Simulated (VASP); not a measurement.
Set up this calculation in VASP 6.6.1, as the native input.

* Task: relaxation of cell and atoms
* Functional: PBEsol
* Potentials or basis: VASP PAW PBE potentials, release 64 (Zn)
* Cutoff: 600 eV
* k mesh: 22 × 22 × 22
* Occupations: fermi-dirac, width 0.08 eV
* Spin: no spin polarisation
* Target pressure: 350 GPa
* Dipole correction: no
* Further INCAR settings: ALGO = Normal; EDIFF = 1e-07; IBRION = 2; EDIFFG = -0.005; NSW = 32; ISIF = 3

The structure of Zn lies in POSCAR:

```
Zn
1.0
   -1.2090837053      1.2090837053      1.2090837053
    1.2090837053     -1.2090837053      1.2090837053
    1.2090837053      1.2090837053     -1.2090837053
Zn
1
Direct
    0.0000000000      0.0000000000      0.0000000000
```

This isn't the form of Zn at room conditions, which is hcp.

These files were run (other wordings do the same):

INCAR

```
ALGO = Normal
EDIFF = 1E-7
EDIFFG = -0.005
ENCUT = 600
GGA = PS
IBRION = 2
ISIF = 3
ISMEAR = -1
LASPH = True
LCHARG = False
LREAL = False
LWAVE = False
NELM = 60
NSW = 32
PREC = Accurate
PSTRESS = 3500.0
SIGMA = 0.08
```

KPOINTS

```
k-points
0
Gamma
  22 22 22
```

Potentials or basis: VASP PAW PBE potentials, release 64 (Zn).

Command:

```console
$ cat potpaw_PBE.64/Zn/POTCAR > POTCAR
$ mpirun -np 1 vasp_std > vasp.out
```

It gave:

The relaxed volume is 7.11 Å³/atom, the relaxed cell is a = 2.099 Å, b = 2.099 Å, c = 2.099 Å, α = 109.47°, β = 109.47°, γ = 109.47° and the space group after relaxing (to 0.1 Å) is Im-3m (No. 229). The energy change on relaxing (the run minimises the enthalpy) is -98.5 meV/atom, the ionic steps are 4 and the pressure after relaxing is 350.0 GPa. The band gap on the k mesh is zero (bands 6 and 7 overlap by 5.03 eV).

Caveat: the cell is relaxed towards a set pressure, so the run minimises the enthalpy, not the energy; the PAW data sets were made with another functional, which shifts forces and pressure a little.

Wall time 94 s on 1 thread of AMD EPYC 7R13, on a shared host, peak memory 0.12 GiB.
